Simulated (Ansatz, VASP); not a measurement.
**Two plane-wave programs on Si**

```
Si
1.0
     0.00000    2.71547    2.71547
     2.71547    0.00000    2.71547
     2.71547    2.71547    0.00000
Si
2
Cartesian
  2.7155 2.7155 2.7155
  4.0732 4.0732 4.0732
```

Alike in both runs: task single point; functional LDA; k mesh 6 × 6 × 6; occupations gaussian, width 0.1 eV; no spin polarisation.

|  | VASP | Ansatz |
| --- | --- | --- |
| version | VASP 6.6.1 | Ansatz 0.2.0 |
| potentials or method | VASP PAW LDA potentials, release 64 (Si), cutoff 500 eV | scalar-relativistic, plane waves, PAW |
| valence electrons in the cell | 8 | 8 |

|  | VASP | Ansatz | Ansatz less VASP |
| --- | --- | --- | --- |
| gap on the k mesh at the Fermi level (eV) | 0.60 | 0.60 | +0.004 |
| least direct gap on the mesh (eV) | 2.52 | 2.52 | +0.002 |
| pressure (GPa) | -1.4 | -1.4 | -0.05 |

Ansatz warns that its potentials were made for another functional, while VASP's fit it. LDA's correlation is that of Perdew and Zunger in VASP and of Perdew and Wang (1992) in Ansatz.
